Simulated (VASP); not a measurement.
# LuMo3 (Pm-3n) in VASP: single point with r2SCAN

Aim: the single point of LuMo3 with r2SCAN.

Program: VASP 6.6.1. These are calculated values, not measurements. Logs are shortened: lines on timing, memory, paths and dates and some standing lists are left out, and cuts for length are marked.

**1. The cell of the first run**

The structure is cubic, space group Pm-3n (No. 223). Conventional cell: a = 5.110 Å, b = 5.110 Å, c = 5.110 Å, α = 90.00°, β = 90.00°, γ = 90.00°. Within 3.8 Å of Lu (site symmetry m-3) lie 12 Mo at 2.86 Å. Within 3.4 Å of Mo (site symmetry -4m2) lie 10 Mo at 2.55 to 3.13 Å and 4 Lu at 2.86 Å.

**2. Single point, r2SCAN**

Contents of POSCAR:

```
LuMo3
1.0
    5.1098955500      0.0000000000      0.0000000000
    0.0000000000      5.1098955500      0.0000000000
    0.0000000000      0.0000000000      5.1098955500
Lu Mo
2 6
Direct
    0.0000000000      0.0000000000      0.0000000000
    0.5000000000      0.5000000000      0.5000000000
    0.2500000000      0.0000000000      0.5000000000
    0.5000000000      0.7500000000      0.0000000000
    0.7500000000      0.0000000000      0.5000000000
    0.5000000000      0.2500000000      0.0000000000
    0.0000000000      0.5000000000      0.7500000000
    0.0000000000      0.5000000000      0.2500000000
```

Contents of INCAR.step1:

```
ALGO = Normal
EDIFF = 1E-4
ENCUT = 520
GGA = PE
ISMEAR = -1
LASPH = True
LCHARG = False
LREAL = False
LWAVE = True
NBANDS = 77
NELM = 100
PREC = Accurate
SIGMA = 0.0222
```

Contents of INCAR.step2:

```
ALGO = Normal
EDIFF = 1E-6
ENCUT = 520
ISIF = 2
ISMEAR = -1
ISTART = 1
LASPH = True
LCHARG = False
LMIXTAU = True
LREAL = False
LWAVE = False
METAGGA = R2SCAN
NBANDS = 77
NELM = 100
PREC = Accurate
SIGMA = 0.0222
```

Contents of KPOINTS:

```
k-points
0
Gamma
  7 7 7
```

Potentials or basis: VASP PAW PBE potentials, release 64 (Lu, Mo_sv).

Run with:

```
$ cat potpaw_PBE.64/Lu/POTCAR potpaw_PBE.64/Mo_sv/POTCAR > POTCAR
$ cp INCAR.step1 INCAR
$ mpirun -np 1 vasp_std > vasp.out
$ cp INCAR.step2 INCAR
$ mpirun -np 1 vasp_std > vasp.out
```

OUTCAR:

```text
EDIFF = 1E-6
   ENCUT = 520
   ISIF = 2
   ISMEAR = -1
   ISTART = 1
   LASPH = True
   LREAL = False
   METAGGA = R2SCAN
   NELM = 100
   PREC = Accurate

 ion  position               nearest neighbor table
   1  0.000  0.000  0.000-   3 2.86   4 2.86   5 2.86   6 2.86   7 2.86   8 2.86   3 2.86   5 2.86
                             7 2.86   8 2.86   4 2.86   6 2.86
   2  0.500  0.500  0.500-   3 2.86   4 2.86   5 2.86   6 2.86   7 2.86   8 2.86   4 2.86   6 2.86
                             3 2.86   5 2.86   7 2.86   8 2.86
   3  0.250  0.000  0.500-   5 2.55   5 2.55   1 2.86   1 2.86   2 2.86   2 2.86   8 3.13   4 3.13
                             4 3.13   6 3.13   6 3.13   7 3.13   8 3.13   7 3.13
   4  0.500  0.750  0.000-   6 2.55   6 2.55   1 2.86   2 2.86   2 2.86   1 2.86   8 3.13   5 3.13
                             3 3.13   5 3.13   3 3.13   7 3.13   7 3.13   8 3.13
   5  0.750  0.000  0.500-   3 2.55   3 2.55   1 2.86   1 2.86   2 2.86   2 2.86   8 3.13   4 3.13
                             4 3.13   6 3.13   6 3.13   7 3.13   8 3.13   7 3.13
   6  0.500  0.250  0.000-   4 2.55   4 2.55   1 2.86   2 2.86   2 2.86   1 2.86   8 3.13   3 3.13
                             3 3.13   5 3.13   5 3.13   7 3.13   7 3.13   8 3.13
   7  0.000  0.500  0.750-   8 2.55   8 2.55   1 2.86   2 2.86   1 2.86   2 2.86   3 3.13   4 3.13
                             5 3.13   3 3.13   5 3.13   6 3.13   4 3.13   6 3.13
   8  0.000  0.500  0.250-   7 2.55   7 2.55   1 2.86   2 2.86   1 2.86   2 2.86   3 3.13   4 3.13
                             5 3.13   3 3.13   5 3.13   6 3.13   4 3.13   6 3.13

  LATTYP: Found a simple cubic cell.
 ALAT       =     5.1098955500

  Lattice vectors:

 A1 = (   5.1098955500,   0.0000000000,   0.0000000000)
 A2 = (   0.0000000000,   5.1098955500,   0.0000000000)
 A3 = (   0.0000000000,   0.0000000000,   5.1098955500)

Analysis of symmetry for initial positions (statically):
=====================================================================
 Subroutine PRICEL returns:
 Original cell was already a primitive cell.

 Routine SETGRP: Setting up the symmetry group for a
 simple cubic supercell.

 Subroutine GETGRP returns: Found 48 space group operations
 (whereof 24 operations were pure point group operations)
 out of a pool of 48 trial point group operations.

The static configuration has the point symmetry T_h .
 The point group associated with its full space group is O_h .

Analysis of symmetry for dynamics (positions and initial velocities):
=====================================================================
 Subroutine PRICEL returns:
 Original cell was already a primitive cell.

 Routine SETGRP: Setting up the symmetry group for a
 simple cubic supercell.

 Subroutine GETGRP returns: Found 48 space group operations
 (whereof 24 operations were pure point group operations)
 out of a pool of 48 trial point group operations.

The dynamic configuration has the point symmetry T_h .
 The point group associated with its full space group is O_h .

 Subroutine INISYM returns: Found 48 space group operations
 (whereof 24 operations are pure point group operations),
 and found     1 'primitive' translations

----------------------------------------------------------------------------------------

                                     Primitive cell

  volume of cell :     133.4246

  direct lattice vectors                    reciprocal lattice vectors
     5.109895550  0.000000000  0.000000000     0.195698716  0.000000000  0.000000000
     0.000000000  5.109895550  0.000000000     0.000000000  0.195698716  0.000000000
     0.000000000  0.000000000  5.109895550     0.000000000  0.000000000  0.195698716

  length of vectors
     5.109895550  5.109895550  5.109895550     0.195698716  0.195698716  0.195698716

  position of ions in fractional coordinates (direct lattice)
     0.000000000  0.000000000  0.000000000
     0.500000000  0.500000000  0.500000000
     0.250000000  0.000000000  0.500000000
     0.500000000  0.750000000  0.000000000
     0.750000000  0.000000000  0.500000000
     0.500000000  0.250000000  0.000000000
     0.000000000  0.500000000  0.750000000
     0.000000000  0.500000000  0.250000000

  ion indices of the primitive-cell ions
   primitive index   ion index
                 1           1
                 2           2
                 3           3
                 4           4
                 5           5
                 6           6
                 7           7
                 8           8

----------------------------------------------------------------------------------------

 KPOINTS: k-points

Automatic generation of k-mesh.
 Grid dimensions read from file:
 generate k-points for:    7    7    7

 Generating k-lattice:

  Cartesian coordinates                     Fractional coordinates (reciprocal lattice)
     0.027956959  0.000000000  0.000000000     0.142857143  0.000000000  0.000000000
     0.000000000  0.027956959  0.000000000     0.000000000  0.142857143  0.000000000
     0.000000000  0.000000000  0.027956959     0.000000000  0.000000000  0.142857143

  Length of vectors
     0.027956959  0.027956959  0.027956959

  Shift w.r.t. Gamma in fractional coordinates (k-lattice)
     0.000000000  0.000000000  0.000000000

 Subroutine IBZKPT returns following result:
 ===========================================

 Found     20 irreducible k-points:

 Following reciprocal coordinates:
            Coordinates               Weight
  0.000000  0.000000  0.000000      1.000000
  0.142857  0.000000  0.000000      6.000000
  0.285714  0.000000  0.000000      6.000000
  0.428571  0.000000  0.000000      6.000000
  0.142857  0.142857  0.000000     12.000000
  0.285714  0.142857  0.000000     24.000000
[... 12 lines left out ...]
  0.428571  0.428571  0.285714     24.000000
  0.428571  0.428571  0.428571      8.000000
   k-points           NKPTS =     20   k-points in BZ     NKDIM =     20   number of bands    NBANDS=     77
   number of dos      NEDOS =    301   number of ions     NIONS =      8
   total plane-waves  NPLWV =  64000
   dimension x,y,z NGX =    40 NGY =   40 NGZ =   40
   dimension x,y,z NGXF=    80 NGYF=   80 NGZF=   80
   ions per type =               2   6
   NGX,Y,Z   is equivalent  to a cutoff of  13.01, 13.01, 13.01 a.u.
   NGXF,Y,Z  is equivalent  to a cutoff of  26.03, 26.03, 26.03 a.u.
 SYSTEM =  unknown system
   PREC   = accura    normal or accurate (medium, high low for compatibility)
   ISTART =      1    job   : 0-new  1-cont  2-samecut
   ICHARG =      0    charge: 1-file 2-atom 10-const
   ISPIN  =      1    spin polarized calculation?
   LNONCOLLINEAR =      F non collinear calculations
   LSORBIT =      F    spin-orbit coupling
   LASPH  =      T    aspherical Exc in radial PAW
   ENCUT  =  520.0 eV  38.22 Ry    6.18 a.u.   9.50  9.50  9.50*2*pi/ulx,y,z
   NELM   =    100;   NELMIN=  2; NELMDL=  0     # of ELM steps
   EDIFF  = 0.1E-05   stopping-criterion for ELM
   LREAL  =      F    real-space projection
   EDIFFG = 0.1E-04   stopping-criterion for IOM
   NSW    =      0    number of steps for IOM
   IBRION =     -1    ionic relax: 0-MD 1-quasi-New 2-CG
   NFREE  =      0    steps in history (QN), initial steepest desc. (CG)
   ISIF   =      2    stress and relaxation
   ISYM   =      2    0-nonsym 1-usesym 2-fastsym
   POTIM  = 0.5000    time-step for ionic-motion
   TEBEG  =    0.0;   TEEND  =   0.0 temperature during run
   PSTRESS=    0.0 pullay stress
   NELECT =     134.0000    total number of electrons
   NUPDOWN=      -1.0000    fix difference up-down
   EMIN   =  10.00;   EMAX   =-10.00  energy-range for DOS
   EFERMI =   0.00;   METHOD = LEGACY
   ISMEAR =    -1;   SIGMA  =   0.02  broadening in eV -4-tet -1-fermi 0-gaus
   EFERMI_NEDOS =   21; number of points for ismear=-14 and -15
   IALGO  =     38    algorithm
   IMIX   =      4    mixing-type and parameters
     AMIX     =   0.40;   BMIX     =  1.00
     AMIX_MAG =   1.60;   BMIX_MAG =  1.00
  volume/ion in A,a.u.               =      16.68       112.55
  Fermi-wavevector in a.u.,A,eV,Ry     =   1.639448  3.098108 36.569616  2.687791
  Thomas-Fermi vector in A             =   2.730252
   LORBIT       =      0    0 simple, 1 ext, 2 COOP (PROOUT), +10 PAW based schemes
   METAGGA = R2SCAN    functional components
   LHFCALC =     F    Hartree Fock is set to
   AEXX    =    0.0000 exact exchange contribution
   IVDW    =     0    specifies the selected vdW correction
   LEPSILON=     F    determine dielectric tensor
   LRPA    =     F    only Hartree local field effects (RPA)
 non-spin polarized calculation
  energy-cutoff  :      520.00
  volume of cell :      133.42
 maximum number of plane-waves:      3695
 NGX is ok and might be reduce to    40
   NGX = 19   NGY = 19   NGZ = 19

 number of electron     134.0000006 magnetization

 Free energy of the ion-electron system (eV)
  ---------------------------------------------------
  ext. energy  EPLUGINS =         0.00000000
  ---------------------------------------------------
  free energy    TOTEN  =      -228.92752907 eV

  energy without entropy =     -228.92223432  energy(sigma->0) =     -228.92488170

 E-fermi :   9.4611     XC(G=0): -14.3832

 val. band max:        9.4345139397   @ k =   0.4286   0.4286   0.4286
 cond. band min:       9.4882617419   @ k =   0.2857   0.2857   0.1429
 fundamental gap:      0.0537478022
 Fermi energy:         9.4611255089

 k-point     1 :       0.0000    0.0000    0.0000
  band No.  band energies     occupation
      1     -53.1483      2.00000
      2     -53.0706      2.00000
      3     -53.0706      2.00000
      4     -52.8386      2.00000
      5     -52.8386      2.00000
      6     -52.8386      2.00000
[... 69 lines left out ...]
     76      11.8299      0.00000
     77      11.8305      0.00000

 k-point     2 :       0.1429    0.0000    0.0000
  band No.  band energies     occupation
      1     -53.1419      2.00000
      2     -53.0734      2.00000
      3     -53.0620      2.00000
      4     -52.8514      2.00000
      5     -52.8386      2.00000
      6     -52.8386      2.00000
[... 1432 lines left out ...]
 k-point    20 :       0.4286    0.4286    0.4286
  band No.  band energies     occupation
      1     -53.0045      2.00000
      2     -52.9945      2.00000
      3     -52.9945      2.00000
      4     -52.9420      2.00000
      5     -52.9420      2.00000
      6     -52.9359      2.00000
[... 69 lines left out ...]
     76      11.3887      0.00000
     77      12.2663      0.00000

------------------------ aborting loop because EDIFF is reached ----------------------------------------

  FORCE on cell =-STRESS in cart. coord.  units (eV):
  Direction    XX          YY          ZZ          XY          YZ          ZX
  --------------------------------------------------------------------------------------
  -------------------------------------------------------------------------------------
  Total        9.9287838      9.9287838      9.9287838      0.0000000      0.0000000      0.0000000
  in kB      119.2258882    119.2258882    119.2258882      0.0000000      0.0000000      0.0000000
  external PRESSURE =     119.2258882 kB  Pullay stress =       0.0000000 kB

 VOLUME and BASIS-vectors are now :
 -----------------------------------------------------------------------------
  energy-cutoff  :      520.00
  volume of cell :      133.42
      direct lattice vectors                 reciprocal lattice vectors
     5.109895550  0.000000000  0.000000000     0.195698716  0.000000000  0.000000000
     0.000000000  5.109895550  0.000000000     0.000000000  0.195698716  0.000000000
     0.000000000  0.000000000  5.109895550     0.000000000  0.000000000  0.195698716

 POSITION                                       TOTAL-FORCE (eV/Angst)
 -----------------------------------------------------------------------------------
      0.00000      0.00000      0.00000        -0.000000      0.000000      0.000000
      2.55495      2.55495      2.55495        -0.000000      0.000000      0.000000
      1.27747      0.00000      2.55495         0.000000     -0.000000      0.000000
      2.55495      3.83242      0.00000         0.000000      0.000000     -0.000000
      3.83242      0.00000      2.55495        -0.000000      0.000000     -0.000000
      2.55495      1.27747      0.00000        -0.000000     -0.000000     -0.000000
      0.00000      2.55495      3.83242         0.000000      0.000000      0.000000
      0.00000      2.55495      1.27747        -0.000000      0.000000      0.000000
 -----------------------------------------------------------------------------------
    total drift:                               -0.000000     -0.000000     -0.000000

  FREE ENERGIE OF THE ION-ELECTRON SYSTEM (eV)
  ---------------------------------------------------
  free  energy   TOTEN  =      -228.9275290658 eV

  energy  without entropy=     -228.9222343243  energy(sigma->0) =     -228.92488170
```

Wall time 16 min (1 thread of Intel Xeon Platinum 8375C at 2.90GHz (Ice Lake), shared host); peak memory 0.37 GiB.

What came out:

```
Free energy            : -228.9275 eV
Pressure               : 11.9 GPa
Band gap on the k mesh : zero (bands 67 and 68 overlap by 1.09 eV)
```

Caveat: the cell stands under pressure; the PAW data sets were made with another functional, which shifts forces and pressure a little; spin-orbit coupling is left out, which moves the levels of the heavy elements.
